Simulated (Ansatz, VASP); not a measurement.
# Two plane-wave programs on Pt

```
CELL_PARAMETERS angstrom
3.72308 2.14952 5.35563
-3.72308 2.14952 5.35563
0.00000 -4.29904 5.35563
ATOMIC_POSITIONS crystal
Pt 0.02175 0.66116 0.02175
Pt 0.02175 0.02175 0.66116
Pt 0.66116 0.02175 0.02175
Pt 0.97825 0.33884 0.97825
Pt 0.33884 0.97825 0.97825
Pt 0.97825 0.97825 0.33884
Pt 0.25982 0.60000 0.25982
Pt 0.25982 0.25982 0.60000
Pt 0.60000 0.25982 0.25982
Pt 0.74018 0.40000 0.74018
Pt 0.40000 0.74018 0.74018
Pt 0.74018 0.74018 0.40000
```

Alike in both runs: functional PBE; k mesh 6 × 6 × 6; occupations gaussian, width 0.1 eV; no spin polarisation.

Ansatz relaxed the structure, and its values are those at the end. VASP's run is a single point on that final structure, the one shown.

|  | VASP | Ansatz |
| --- | --- | --- |
| version | VASP 6.6.1 | Ansatz 0.2.0 |
| potentials or method | VASP PAW PBE potentials, release 64 (Pt), cutoff 520 eV | scalar-relativistic, plane waves, PAW |
| valence electrons in the cell | 120 | 216 |

Ansatz gave:

```
gap on the k mesh at the Fermi level (eV) : none
pressure (GPa)                            : 0.0
rms of the force components (eV/Å)        : 0.003
```

Q: Estimate VASP's values.

A: gap on the k mesh at the Fermi level (eV): none; pressure (GPa): -0.4; rms of the force components (eV/Å): 0.007.

A gap of «none» marks a metal or a gap that the smearing closes. VASP's potentials hold 120 valence electrons a cell and Ansatz's 216, so a difference there can come from the potentials and not from the codes.

Spin-orbit coupling is off throughout.
